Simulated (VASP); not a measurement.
# Zn4SO3 in VASP: a series of runs, part 2 of 2

VASP 6.6.1. Earlier steps stand in the parts before.

## (3) Single point, PBE

INCAR

```
PREC = Accurate
ENCUT = 520
EDIFF = 1E-6
ISMEAR = 0
SIGMA = 0.2
LREAL = F
LASPH = T
NELM = 100
ALGO = Normal
ISIF = 2
LWAVE = F
LCHARG = F
GGA = PE
NBANDS = 46
```

KPOINTS

```
regular mesh
0
Gamma
  6 6 2
```

POSCAR

```
Zn4SO3
1.0
    3.4236971711      0.0000000000      0.0000000000
   -1.7118485855      2.9650087250      0.0000000000
    0.0000000000      0.0000000000     11.1011806000
Zn S O
4 1 3
Direct
    0.6666666667      0.3333333333      0.0320510000
    0.6666666667      0.3333333333      0.4917760000
    0.0000000000      0.0000000000      0.2620520000
    0.0000000000      0.0000000000      0.7232950000
    0.0000000000      0.0000000000      0.9356130000
    0.6666666667      0.3333333333      0.2112260000
    0.6666666667      0.3333333333      0.6720480000
    0.0000000000      0.0000000000      0.4419390000
```

Potentials or basis: VASP PAW PBE potentials, release 64 (Zn, S, O).

Command:

```
cat potpaw_PBE.64/Zn/POTCAR potpaw_PBE.64/S/POTCAR potpaw_PBE.64/O/POTCAR > POTCAR
mpirun -np 1 vasp_std > vasp.out
```

It took 43 s on 1 thread of Intel Xeon 6975P-C (Granite Rapids), shared host; peak memory 0.26 GiB.

It converged, with:

```yaml
Free_energy: -32.8917 eV
Pressure: 0.6 GPa
Largest_force: 0.055 eV/Å
Band_gap_on_the_k_mesh: zero (filled and empty bands touch)
```

Forces in eV/Å, atoms in the order of the input:
```
Zn   0.000  0.000 -0.055
Zn   0.000  0.000 -0.016
Zn   0.000  0.000 -0.029
Zn   0.000  0.000  0.035
S    0.000  0.000 -0.007
O    0.000  0.000  0.030
O    0.000  0.000  0.021
O    0.000  0.000  0.022
```

Stress tensor (GPa, compression positive):
```
0.53 0.00 0.00
0.00 0.53 0.00
0.00 0.00 0.65
```

Levels at points of the mesh, in eV from the Fermi level:
| k point | band 32 | band 33 | band 34 | band 35 | band 36 | band 37 | band 38 | band 39 | band 40 | band 41 |
| --- | --- | --- | --- | --- | --- | --- | --- | --- | --- | --- |
| (0.00, 0.00, 0.00) | -1.88 | -1.88 | -1.68 | -0.81 | -0.09 | -0.09 | 1.65 | 2.15 | 4.56 | 5.88 |
| (0.50, 0.00, 0.00) | -3.10 | -2.72 | -2.70 | -2.51 | -1.39 | 2.78 | 3.56 | 3.89 | 4.54 | 5.17 |
| (0.00, 0.00, 0.50) | -2.22 | -1.87 | -1.87 | -0.09 | -0.09 | 0.19 | 0.60 | 2.63 | 4.55 | 5.71 |
| (0.50, 0.00, 0.50) | -3.29 | -2.77 | -2.67 | -2.35 | -1.39 | 2.68 | 3.49 | 4.19 | 4.40 | 5.27 |

## (4) Single point, PBE

INCAR

```
ALGO = Normal
EDIFF = 1E-6
ENCUT = 520
GGA = PE
ISIF = 2
ISMEAR = 0
LASPH = True
LCHARG = False
LREAL = False
LWAVE = False
NBANDS = 46
NELM = 60
PREC = Accurate
SIGMA = 0.2
```

KPOINTS

```
k-points
0
Gamma
  6 6 2
```

POSCAR

```
Zn4SO3
1.0
    3.4235665339     -0.0009828884      0.0009359494
   -1.7126353021      2.9653342520      0.0012776698
    0.0030784252      0.0066176073     11.0990204036
Zn S O
4 1 3
Direct
    0.6669349406      0.3336025411      0.0319944819
    0.6664924786      0.3330679470      0.4917844580
   -0.0000632998      0.0000025104      0.2620034136
   -0.0004576950     -0.0005128915      0.7234282764
    0.0003917689      0.0006148575      0.9356641429
    0.6669133655      0.3335288036      0.2111841715
    0.6665720581      0.3330825474      0.6720503974
   -0.0001169502     -0.0000529823      0.4418906583
```

Command:

```
cat potpaw_PBE.64/Zn/POTCAR potpaw_PBE.64/S/POTCAR potpaw_PBE.64/O/POTCAR > POTCAR
mpirun -np 1 vasp_std > vasp.out
```

Wall time 1.9 min (1 thread of Intel Xeon 6975P-C (Granite Rapids), shared host); peak memory 0.33 GiB.

It converged, with:

- Free energy: -32.8916 eV
- Pressure: 0.6 GPa
- Largest force: 0.046 eV/Å
- Band gap on the k mesh: zero (filled and empty bands touch)

Forces in eV/Å, atoms in the order of the input:
```
Zn   0.000  0.000 -0.046
Zn   0.000  0.000 -0.018
Zn   0.000  0.000 -0.029
Zn   0.000  0.000  0.025
S    0.000  0.000 -0.013
O    0.000  0.000  0.029
O    0.000  0.000  0.027
O    0.000  0.000  0.025
```

Stress tensor (GPa, compression positive):
```
 0.56  0.02 -0.02
 0.02  0.55 -0.04
-0.02 -0.04  0.71
```

Levels at points of the mesh, in eV from the Fermi level:
```
           k point  band 32  band 33  band 34  band 35  band 36  band 37  band 38  band 39  band 40  band 41
(0.00, 0.00, 0.00)    -1.87    -1.87    -1.68    -0.80    -0.09    -0.09     1.65     2.16     4.57     5.89
(0.50, 0.00, 0.00)    -3.09    -2.72    -2.69    -2.50    -1.39     2.79     3.57     3.89     4.54     5.18
(0.00, 0.50, 0.00)    -3.09    -2.72    -2.70    -2.50    -1.39     2.79     3.57     3.89     4.55     5.18
(0.50, 0.50, 0.00)    -3.09    -2.72    -2.69    -2.50    -1.39     2.79     3.57     3.90     4.55     5.18
(0.00, 0.00, 0.50)    -2.21    -1.86    -1.86    -0.09    -0.09     0.20     0.60     2.64     4.56     5.72
(0.50, 0.00, 0.50)    -3.29    -2.76    -2.67    -2.34    -1.40     2.68     3.49     4.20     4.40     5.27
(0.00, 0.50, 0.50)    -3.28    -2.76    -2.66    -2.34    -1.40     2.68     3.50     4.20     4.41     5.27
(0.50, 0.50, 0.50)    -3.28    -2.76    -2.66    -2.34    -1.39     2.68     3.50     4.20     4.41     5.27
```

## (5) Single point, PBE

INCAR

```
SYSTEM = Zn4SO3
PREC = Accurate
ENCUT = 520
EDIFF = 1E-6
ISMEAR = 0
SIGMA = 0.1
LREAL = .FALSE.
LASPH = .TRUE.
NELM = 60
ALGO = Normal
ISIF = 2
LWAVE = .FALSE.
LCHARG = .FALSE.
GGA = PE
NBANDS = 46
```

KPOINTS

```
Automatic mesh
0
G
  12 12 4
  0 0 0
```

POSCAR

```
Zn4SO3
1.0
    3.4236971711      0.0000000000      0.0000000000
   -1.7118485855      2.9650087250      0.0000000000
    0.0000000000      0.0000000000     11.1011806000
Zn S O
4 1 3
Direct
    0.6666666667      0.3333333333      0.0320510000
    0.6666666667      0.3333333333      0.4917760000
    0.0000000000      0.0000000000      0.2620520000
    0.0000000000      0.0000000000      0.7232950000
    0.0000000000      0.0000000000      0.9356130000
    0.6666666667      0.3333333333      0.2112260000
    0.6666666667      0.3333333333      0.6720480000
    0.0000000000      0.0000000000      0.4419390000
```

Command:

```
cat potpaw_PBE.64/Zn/POTCAR potpaw_PBE.64/S/POTCAR potpaw_PBE.64/O/POTCAR > POTCAR
mpirun -np 1 vasp_std > vasp.out
```

It took 3.2 min on 1 thread of Intel Xeon 6975P-C (Granite Rapids), shared host; peak memory 0.42 GiB.

Results (log left out):

```
Free energy            : -32.8845 eV
Pressure               : 0.6 GPa
Largest force          : 0.040 eV/Å
Band gap on the k mesh : zero (band 36 reaches 2.55 eV, above the bottom of band 37 at 2.44 eV)
```

Forces on the atoms (eV/Å):
```
Zn   0.000  0.000 -0.040
Zn   0.000  0.000 -0.018
Zn   0.000  0.000 -0.023
Zn   0.000  0.000  0.023
S    0.000  0.000 -0.012
O    0.000  0.000  0.020
O    0.000  0.000  0.029
O    0.000  0.000  0.021
```

Stress tensor (GPa, compression positive):
```
0.49 0.00 0.00
0.00 0.49 0.00
0.00 0.00 0.68
```

Levels at points of the mesh, in eV from the Fermi level:
| k point | band 33 | band 34 | band 35 | band 36 | band 37 | band 38 | band 39 | band 40 |
| --- | --- | --- | --- | --- | --- | --- | --- | --- |
| (0.00, 0.00, 0.00) | -1.74 | -1.55 | -0.67 | 0.03 | 0.03 | 1.78 | 2.29 | 4.69 |
| (0.50, 0.00, 0.00) | -2.58 | -2.56 | -2.38 | -1.27 | 2.91 | 3.70 | 4.02 | 4.68 |
| (0.00, 0.00, 0.50) | -1.72 | -1.72 | 0.03 | 0.03 | 0.33 | 0.73 | 2.77 | 4.68 |
| (0.50, 0.00, 0.50) | -2.63 | -2.53 | -2.21 | -1.27 | 2.81 | 3.62 | 4.33 | 4.53 |

## (6) Single point, PBE, collinear spin, ferromagnetic start

INCAR

```
SYSTEM = Zn4SO3
ALGO = Normal
EDIFF = 1E-6
ENCUT = 520
GGA = PE
ISIF = 2
ISMEAR = 0
ISPIN = 2
LASPH = .TRUE.
LCHARG = .TRUE.
LELF = .TRUE.
LORBIT = 11
LREAL = .FALSE.
LVHAR = .TRUE.
LWAVE = .FALSE.
MAGMOM = 0 0 0 0 0 1 1 1
NBANDS = 50
NELM = 150
PREC = Accurate
SIGMA = 0.1
```

KPOINTS

```
k-points
0
G
  6 6 2
  0 0 0
```

POSCAR

```
Zn4SO3
1.0
    3.4236972000      0.0000000000      0.0000000000
   -1.7118486000      2.9650087000      0.0000000000
    0.0000000000      0.0000000000     11.1011806000
Zn S O
4 1 3
Direct
    0.6666667000      0.3333333000      0.0320510000
    0.6666667000      0.3333333000      0.4917760000
    0.0000000000      0.0000000000      0.2620520000
    0.0000000000      0.0000000000      0.7232950000
    0.0000000000      0.0000000000      0.9356130000
    0.6666667000      0.3333333000      0.2112260000
    0.6666667000      0.3333333000      0.6720480000
    0.0000000000      0.0000000000      0.4419390000
```

Potentials or basis: VASP PAW PBE potentials, release 64 (Zn, S, O).

Command:

```
cat potpaw_PBE.64/Zn/POTCAR potpaw_PBE.64/S/POTCAR potpaw_PBE.64/O/POTCAR > POTCAR
mpirun -np 1 vasp_std > vasp.out
```

It took 94 s on 1 thread of Intel Xeon 6975P-C (Granite Rapids), shared host; peak memory 0.34 GiB.

Results (log left out):

```
Free energy                                           : -32.8890 eV
Pressure                                              : 0.6 GPa
Largest force                                         : 0.065 eV/Å
Band gap on the k mesh                                : zero (filled and empty bands touch)
Net moment                                            : 0.00 μB per cell
Valence electrons inside the program's atomic spheres : Zn 10.94, 10.73, 10.72, 10.69; S 3.81; O 4.96
```

Forces on the atoms (eV/Å):
```
Zn   0.000  0.000 -0.065
Zn   0.000  0.000 -0.012
Zn   0.000  0.000 -0.033
Zn   0.000  0.000  0.042
S    0.000  0.000 -0.004
O    0.000  0.000  0.037
O    0.000  0.000  0.014
O    0.000  0.000  0.020
```

Stress tensor (GPa, compression positive):
```
0.54 0.00 0.00
0.00 0.54 0.00
0.00 0.00 0.62
```

Levels at points of the mesh, in eV from the Fermi level:
Spin up:
| k point | band 34 | band 35 | band 36 | band 37 | band 38 | band 39 |
| --- | --- | --- | --- | --- | --- | --- |
| (0.00, 0.00, 0.00) | -1.65 | -0.78 | -0.05 | -0.05 | 1.67 | 2.18 |
| (0.50, 0.00, 0.00) | -2.67 | -2.47 | -1.35 | 2.81 | 3.59 | 3.92 |
| (0.00, 0.00, 0.50) | -1.84 | -0.05 | -0.05 | 0.22 | 0.62 | 2.66 |
| (0.50, 0.00, 0.50) | -2.65 | -2.32 | -1.36 | 2.71 | 3.52 | 4.22 |
Spin down:
```tsv
k point	band 34	band 35	band 36	band 37	band 38	band 39
(0.00, 0.00, 0.00)	-1.65	-0.78	-0.05	-0.05	1.67	2.18
(0.50, 0.00, 0.00)	-2.67	-2.47	-1.35	2.81	3.59	3.92
(0.00, 0.00, 0.50)	-1.84	-0.05	-0.05	0.22	0.62	2.66
(0.50, 0.00, 0.50)	-2.65	-2.32	-1.36	2.71	3.52	4.22
```

## (7) The runs side by side

| spin | cell | k mesh | smearing | gap on the mesh (eV) | pressure (GPa) | largest force (eV/Å) |
| --- | --- | --- | --- | --- | --- | --- |
| off | a = 3.424, b = 3.424, c = 11.101 Å, angles 90.0, 90.0, 120.0°, 8 atoms | 6 × 6 × 2 | gaussian 0.1 eV | none | 0.6 | 0.07 |
| off | a = 3.424, b = 3.424, c = 11.101 Å, angles 90.0, 90.0, 120.0°, 8 atoms | 6 × 6 × 2 | gaussian 0.2 eV | none | 0.6 | 0.06 |
| off | a = 3.424, b = 3.424, c = 11.099 Å, angles 90.0, 90.0, 120.0°, 8 atoms | 6 × 6 × 2 | gaussian 0.2 eV | none | 0.6 | 0.05 |
| off | a = 3.424, b = 3.424, c = 11.101 Å, angles 90.0, 90.0, 120.0°, 8 atoms | 12 × 12 × 4 | gaussian 0.1 eV | none | 0.6 | 0.04 |
| collinear, ferromagnetic start | a = 3.424, b = 3.424, c = 11.101 Å, angles 90.0, 90.0, 120.0°, 8 atoms | 6 × 6 × 2 | gaussian 0.1 eV | none | 0.6 | 0.06 |

Alike in all rows: task single point; level PBE; potentials or basis VASP PAW PBE potentials, release 64 (Zn, S, O); cutoff (eV) 520.

Every run on the cell as given and a fine mesh finds a metal.

Absolute energies hang on the potentials; compare differences alone.
